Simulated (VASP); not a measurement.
# Sr3Ca (Pm-3m) in VASP: single point with LDA

Aim: the single point of Sr3Ca with LDA.

Program: VASP 6.6.1. These are calculated values, not measurements. Logs are shortened: lines on timing, memory, paths and dates and some standing lists are left out, and cuts for length are marked.

## (1) The cell of the first run

The structure is cubic, space group Pm-3m (No. 221). The conventional cell has a = 5.681 Å, b = 5.681 Å, c = 5.681 Å, α = 90.00°, β = 90.00°, γ = 90.00°. Within 5.3 Å of Sr (site symmetry 4/mmm) lie 8 Sr at 4.02 Å and 4 Ca at 4.02 Å. Ca (site symmetry m-3m) has 12 Sr at 4.02 Å within 5.3 Å.

## (2) Single point, LDA

Contents of INCAR:

```
SYSTEM = Sr3Ca
PREC = Accurate ; ENCUT = 520
EDIFF = 1E-6 ; ISMEAR = 0
SIGMA = 0.1 ; LREAL = .False.
LASPH = .True. ; NELM = 80
ALGO = Normal ; ISIF = 2
LWAVE = .False. ; LCHARG = .False.
GGA = CA ; NBANDS = 28
```

Contents of KPOINTS:

```
Automatic mesh
0
Gamma
  4 4 4
  0 0 0
```

Contents of POSCAR:

```
Sr3Ca
1.0
    5.6811648325      0.0000000000      0.0000000000
    0.0000000000      5.6811648325      0.0000000000
    0.0000000000      0.0000000000      5.6811648325
Sr Ca
3 1
Direct
    0.0000000000      0.5000000000      0.5000000000
    0.5000000000      0.0000000000      0.5000000000
    0.5000000000      0.5000000000      0.0000000000
    0.0000000000      0.0000000000      0.0000000000
```

Potentials or basis: VASP PAW LDA potentials, release 64 (Sr_sv, Ca_sv).

On the command line:

```
$ cat potpaw_LDA.64/Sr_sv/POTCAR potpaw_LDA.64/Ca_sv/POTCAR > POTCAR
$ mpirun -np 1 vasp_std > vasp.out
```

OUTCAR:

```text
SYSTEM = Sr3Ca
   PREC = Accurate
   ENCUT = 520
   EDIFF = 1E-6
   ISMEAR = 0
   LREAL = .False.
   LASPH = .True.
   NELM = 80
   ISIF = 2
   GGA = CA

 ion  position               nearest neighbor table
   1  0.000  0.500  0.500-   2 4.02   3 4.02   4 4.02   3 4.02   4 4.02   2 4.02   4 4.02   4 4.02
                             2 4.02   3 4.02   3 4.02   2 4.02
   2  0.500  0.000  0.500-   1 4.02   3 4.02   4 4.02   3 4.02   4 4.02   1 4.02   3 4.02   3 4.02
                             1 4.02   4 4.02   4 4.02   1 4.02
   3  0.500  0.500  0.000-   1 4.02   2 4.02   4 4.02   1 4.02   2 4.02   2 4.02   4 4.02   2 4.02
                             1 4.02   4 4.02   1 4.02   4 4.02
   4  0.000  0.000  0.000-   1 4.02   2 4.02   3 4.02   1 4.02   2 4.02   1 4.02   3 4.02   1 4.02
                             2 4.02   3 4.02   2 4.02   3 4.02

  LATTYP: Found a simple cubic cell.
 ALAT       =     5.6811648325

  Lattice vectors:

 A1 = (   5.6811648325,   0.0000000000,   0.0000000000)
 A2 = (   0.0000000000,   5.6811648325,   0.0000000000)
 A3 = (   0.0000000000,   0.0000000000,   5.6811648325)

Analysis of symmetry for initial positions (statically):
=====================================================================
 Subroutine PRICEL returns:
 Original cell was already a primitive cell.

 Routine SETGRP: Setting up the symmetry group for a
 simple cubic supercell.

 Subroutine GETGRP returns: Found 48 space group operations
 (whereof 48 operations were pure point group operations)
 out of a pool of 48 trial point group operations.

The static configuration has the point symmetry O_h .

Analysis of symmetry for dynamics (positions and initial velocities):
=====================================================================
 Subroutine PRICEL returns:
 Original cell was already a primitive cell.

 Routine SETGRP: Setting up the symmetry group for a
 simple cubic supercell.

 Subroutine GETGRP returns: Found 48 space group operations
 (whereof 48 operations were pure point group operations)
 out of a pool of 48 trial point group operations.

The dynamic configuration has the point symmetry O_h .

 Subroutine INISYM returns: Found 48 space group operations
 (whereof 48 operations are pure point group operations),
 and found     1 'primitive' translations

----------------------------------------------------------------------------------------

                                     Primitive cell

  volume of cell :     183.3632

  direct lattice vectors                    reciprocal lattice vectors
     5.681164833  0.000000000  0.000000000     0.176020240  0.000000000  0.000000000
     0.000000000  5.681164833  0.000000000     0.000000000  0.176020240  0.000000000
     0.000000000  0.000000000  5.681164833     0.000000000  0.000000000  0.176020240

  length of vectors
     5.681164833  5.681164833  5.681164833     0.176020240  0.176020240  0.176020240

  position of ions in fractional coordinates (direct lattice)
     0.000000000  0.500000000  0.500000000
     0.500000000  0.000000000  0.500000000
     0.500000000  0.500000000  0.000000000
     0.000000000  0.000000000  0.000000000

  ion indices of the primitive-cell ions
   primitive index   ion index
                 1           1
                 2           2
                 3           3
                 4           4

----------------------------------------------------------------------------------------

 KPOINTS: Automatic mesh

Automatic generation of k-mesh.
 Grid dimensions read from file:
 generate k-points for:    4    4    4

 Generating k-lattice:

  Cartesian coordinates                     Fractional coordinates (reciprocal lattice)
     0.044005060  0.000000000  0.000000000     0.250000000  0.000000000  0.000000000
     0.000000000  0.044005060  0.000000000     0.000000000  0.250000000  0.000000000
     0.000000000  0.000000000  0.044005060     0.000000000  0.000000000  0.250000000

  Length of vectors
     0.044005060  0.044005060  0.044005060

  Shift w.r.t. Gamma in fractional coordinates (k-lattice)
     0.000000000  0.000000000  0.000000000

 Subroutine IBZKPT returns following result:
 ===========================================

 Found     10 irreducible k-points:

 Following reciprocal coordinates:
            Coordinates               Weight
  0.000000  0.000000  0.000000      1.000000
  0.250000  0.000000  0.000000      6.000000
  0.500000  0.000000  0.000000      3.000000
  0.250000  0.250000  0.000000     12.000000
  0.500000  0.250000  0.000000     12.000000
  0.500000  0.500000  0.000000      3.000000
  0.250000  0.250000  0.250000      8.000000
  0.500000  0.250000  0.250000     12.000000
  0.500000  0.500000  0.250000      6.000000
  0.500000  0.500000  0.500000      1.000000
   k-points           NKPTS =     10   k-points in BZ     NKDIM =     10   number of bands    NBANDS=     28
   number of dos      NEDOS =    301   number of ions     NIONS =      4
   total plane-waves  NPLWV =  74088
   dimension x,y,z NGX =    42 NGY =   42 NGZ =   42
   dimension x,y,z NGXF=    84 NGYF=   84 NGZF=   84
   ions per type =               3   1
   NGX,Y,Z   is equivalent  to a cutoff of  12.29, 12.29, 12.29 a.u.
   NGXF,Y,Z  is equivalent  to a cutoff of  24.58, 24.58, 24.58 a.u.
 SYSTEM =  Sr3Ca
   PREC   = accura    normal or accurate (medium, high low for compatibility)
   ISTART =      0    job   : 0-new  1-cont  2-samecut
   ICHARG =      2    charge: 1-file 2-atom 10-const
   ISPIN  =      1    spin polarized calculation?
   LNONCOLLINEAR =      F non collinear calculations
   LSORBIT =      F    spin-orbit coupling
   LASPH  =      T    aspherical Exc in radial PAW
   ENCUT  =  520.0 eV  38.22 Ry    6.18 a.u.  10.56 10.56 10.56*2*pi/ulx,y,z
   NELM   =     80;   NELMIN=  2; NELMDL= -5     # of ELM steps
   EDIFF  = 0.1E-05   stopping-criterion for ELM
   LREAL  =      F    real-space projection
   EDIFFG = 0.1E-04   stopping-criterion for IOM
   NSW    =      0    number of steps for IOM
   IBRION =     -1    ionic relax: 0-MD 1-quasi-New 2-CG
   NFREE  =      0    steps in history (QN), initial steepest desc. (CG)
   ISIF   =      2    stress and relaxation
   ISYM   =      2    0-nonsym 1-usesym 2-fastsym
   POTIM  = 0.5000    time-step for ionic-motion
   TEBEG  =    0.0;   TEEND  =   0.0 temperature during run
   PSTRESS=    0.0 pullay stress
   NELECT =      40.0000    total number of electrons
   NUPDOWN=      -1.0000    fix difference up-down
   EMIN   =  10.00;   EMAX   =-10.00  energy-range for DOS
   EFERMI =   0.00;   METHOD = LEGACY
   ISMEAR =     0;   SIGMA  =   0.10  broadening in eV -4-tet -1-fermi 0-gaus
   EFERMI_NEDOS =   21; number of points for ismear=-14 and -15
   IALGO  =     38    algorithm
   IMIX   =      4    mixing-type and parameters
     AMIX     =   0.40;   BMIX     =  1.00
     AMIX_MAG =   1.60;   BMIX_MAG =  1.00
  volume/ion in A,a.u.               =      45.84       309.35
  Fermi-wavevector in a.u.,A,eV,Ry     =   0.985502  1.862328 13.214167  0.971214
  Thomas-Fermi vector in A             =   2.116814
   LORBIT       =      0    0 simple, 1 ext, 2 COOP (PROOUT), +10 PAW based schemes
   GGA     = CA    functional components
   LHFCALC =     F    Hartree Fock is set to
   AEXX    =    0.0000 exact exchange contribution
   IVDW    =     0    specifies the selected vdW correction
   LEPSILON=     F    determine dielectric tensor
   LRPA    =     F    only Hartree local field effects (RPA)
 non-spin polarized calculation
 Gauss-broadening in eV      SIGMA  =   0.10
  energy-cutoff  :      520.00
  volume of cell :      183.36
 maximum number of plane-waves:      4972
   NGX = 21   NGY = 21   NGZ = 21

 number of electron      40.0000001 magnetization

 Free energy of the ion-electron system (eV)
  ---------------------------------------------------
  ext. energy  EPLUGINS =         0.00000000
  ---------------------------------------------------
  free energy    TOTEN  =        -7.89142010 eV

  energy without entropy =       -7.87789257  energy(sigma->0) =       -7.88465634

 E-fermi :   1.9473     XC(G=0):  -8.0380

 val. band max:        1.8328051803   @ k =   0.5000   0.0000   0.0000
 cond. band min:       2.0226683509   @ k =   0.5000   0.2500   0.2500
 fundamental gap:      0.1898631706
 Fermi energy:         1.9472766619

 k-point     1 :       0.0000    0.0000    0.0000
  band No.  band energies     occupation
      1     -39.7353      2.00000
      2     -34.1868      2.00000
      3     -34.1536      2.00000
      4     -34.1536      2.00000
      5     -21.0233      2.00000
      6     -21.0233      2.00000
[... 20 lines left out ...]
     27       4.2486      0.00000
     28       4.2486      0.00000

 k-point     2 :       0.2500    0.0000    0.0000
  band No.  band energies     occupation
      1     -39.7353      2.00000
      2     -34.1826      2.00000
      3     -34.1578      2.00000
      4     -34.1536      2.00000
      5     -21.0234      2.00000
      6     -21.0231      2.00000
[... 20 lines left out ...]
     27       3.8066      0.00000
     28       4.4307      0.00000

 k-point     3 :       0.5000    0.0000    0.0000
  band No.  band energies     occupation
      1     -39.7353      2.00000
      2     -34.1758      2.00000
      3     -34.1646      2.00000
      4     -34.1535      2.00000
      5     -21.0235      2.00000
      6     -21.0230      2.00000
[... 20 lines left out ...]
     27       3.9321      0.00000
     28       4.2149      0.00000

 k-point     4 :       0.2500    0.2500    0.0000
  band No.  band energies     occupation
      1     -39.7353      2.00000
      2     -34.1788      2.00000
      3     -34.1591      2.00000
      4     -34.1560      2.00000
      5     -21.0236      2.00000
      6     -21.0233      2.00000
[... 144 lines left out ...]
     27       3.8587      0.00000
     28       4.0204      0.00000

 k-point     9 :       0.5000    0.5000    0.2500
  band No.  band energies     occupation
      1     -39.7353      2.00000
      2     -34.1646      2.00000
      3     -34.1646      2.00000
      4     -34.1646      2.00000
      5     -21.0241      2.00000
      6     -21.0241      2.00000
[... 20 lines left out ...]
     27       3.8297      0.00000
     28       3.8302      0.00000

 k-point    10 :       0.5000    0.5000    0.5000
  band No.  band energies     occupation
      1     -39.7353      2.00000
      2     -34.1645      2.00000
      3     -34.1645      2.00000
      4     -34.1645      2.00000
      5     -21.0243      2.00000
      6     -21.0243      2.00000
[... 20 lines left out ...]
     27       4.0770      0.00000
     28       4.0782      0.00000

------------------------ aborting loop because EDIFF is reached ----------------------------------------

  FORCE on cell =-STRESS in cart. coord.  units (eV):
  Direction    XX          YY          ZZ          XY          YZ          ZX
  --------------------------------------------------------------------------------------
  -------------------------------------------------------------------------------------
  Total        0.0018799      0.0018799      0.0018799     -0.0000000      0.0000000     -0.0000000
  in kB        0.0164257      0.0164257      0.0164257     -0.0000000      0.0000000     -0.0000000
  external PRESSURE =       0.0164257 kB  Pullay stress =       0.0000000 kB

 VOLUME and BASIS-vectors are now :
 -----------------------------------------------------------------------------
  energy-cutoff  :      520.00
  volume of cell :      183.36
      direct lattice vectors                 reciprocal lattice vectors
     5.681164833  0.000000000  0.000000000     0.176020240  0.000000000  0.000000000
     0.000000000  5.681164833  0.000000000     0.000000000  0.176020240  0.000000000
     0.000000000  0.000000000  5.681164833     0.000000000  0.000000000  0.176020240

 POSITION                                       TOTAL-FORCE (eV/Angst)
 -----------------------------------------------------------------------------------
      0.00000      2.84058      2.84058         0.000000      0.000000      0.000000
      2.84058      0.00000      2.84058         0.000000      0.000000      0.000000
      2.84058      2.84058      0.00000         0.000000      0.000000      0.000000
      0.00000      0.00000      0.00000         0.000000      0.000000      0.000000
 -----------------------------------------------------------------------------------
    total drift:                                0.000000     -0.000000     -0.000000

  FREE ENERGIE OF THE ION-ELECTRON SYSTEM (eV)
  ---------------------------------------------------
  free  energy   TOTEN  =        -7.8914201016 eV

  energy  without entropy=       -7.8778925745  energy(sigma->0) =       -7.88465634
```

Wall time 39 s (1 thread of Intel Xeon Platinum 8259CL at 2.50GHz (Skylake/Cascade Lake), shared host); peak memory 0.23 GiB.

What came out:

```
Free energy            : -7.8914 eV
Pressure               : 0.0 GPa
Band gap on the k mesh : zero (band 20 reaches 2.06 eV, above the bottom of band 21 at 2.02 eV)
```

Levels at points of the mesh, in eV from the Fermi level:
| k point | band 18 | band 19 | band 20 | band 21 | band 22 | band 23 |
| --- | --- | --- | --- | --- | --- | --- |
| (0.00, 0.00, 0.00) | -0.95 | -0.69 | -0.69 | 0.22 | 0.22 | 0.22 |
| (0.50, 0.00, 0.00) | -2.53 | -0.11 | 0.12 | 0.54 | 0.54 | 0.80 |
| (0.50, 0.50, 0.00) | -1.42 | -1.42 | -1.20 | 0.62 | 0.94 | 0.95 |
| (0.50, 0.50, 0.50) | -1.14 | -1.14 | -1.14 | 0.17 | 0.17 | 0.17 |
